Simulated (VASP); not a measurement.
Wanted: the native input for a VASP 6.6.1 run.

```yaml
Task: relaxation of cell and atoms
Functional: PBE
Potentials_or_basis: VASP PAW PBE potentials, release 64 (Al, In_d, As)
Cutoff: 600 eV
k_mesh: 4 × 4 × 2
Occupations: gaussian, width 0.1 eV
Spin: no spin polarisation
Dipole_correction: no
Further_INCAR_settings: ALGO = Normal; EDIFF = 1e-06; IBRION = 2; EDIFFG = -0.04; NSW = 90; ISIF = 3
```

The structure of Al3InAs4 lies in POSCAR:

```
Al3InAs4
1.0
    3.9005255000      0.0000000000      0.0000000000
    0.0000000000      3.9005255000      0.0000000000
    0.0000000000      0.0000000000     11.0323521300
Al In As
3 1 4
Direct
    0.0000000000      0.0000000000      0.7500000000
    0.5000000000      0.5000000000      0.5000000000
    0.0000000000      0.0000000000      0.2500000000
    0.5000000000      0.5000000000      0.0000000000
    0.5000000000      0.0000000000      0.6250000000
    0.0000000000      0.5000000000      0.3750000000
    0.5000000000      0.0000000000      0.1250000000
    0.0000000000      0.5000000000      0.8750000000
```

The input as run:

INCAR

```
PREC = Accurate
ENCUT = 600
EDIFF = 1E-6
ISMEAR = 0
SIGMA = 0.1
LREAL = False
LASPH = True
NELM = 100
ALGO = Normal
ISIF = 3
LWAVE = False
LCHARG = False
GGA = PE
IBRION = 2
NSW = 90
EDIFFG = -0.04
```

KPOINTS

```
Automatic mesh
0
Gamma
  4 4 2
```

Potentials or basis: VASP PAW PBE potentials, release 64 (Al, In_d, As).

Run with:

```bash
$ cat potpaw_PBE.64/Al/POTCAR potpaw_PBE.64/In_d/POTCAR potpaw_PBE.64/As/POTCAR > POTCAR
$ mpirun -np 1 vasp_std > vasp.out
```

It gave:

```yaml
Relaxed_volume: 24.96 Å³/atom
Relaxed_cell: a = 4.152 Å, b = 4.152 Å, c = 11.581 Å, α = 90.00°, β = 90.00°, γ = 90.00°
Space_group_after_relaxing_to_0.05_Å: P-4m2 (No. 115)
Energy_gained_by_relaxing: 224.3 meV/atom
Ionic_steps: 11
Pressure_after_relaxing: -0.1 GPa
Largest_force_after_relaxing: 0.016 eV/Å
Band_gap_on_the_k_mesh: 1.03 eV, direct
```

Caveat: the volume moved by over 15 % at a fixed basis, so the end points are rough; spin-orbit coupling is left out, which moves the levels of the heavy elements.

Run time: 5.1 min on 1 thread of AMD EPYC 9R14 (Zen 4) (shared host), peak memory 0.31 GiB.
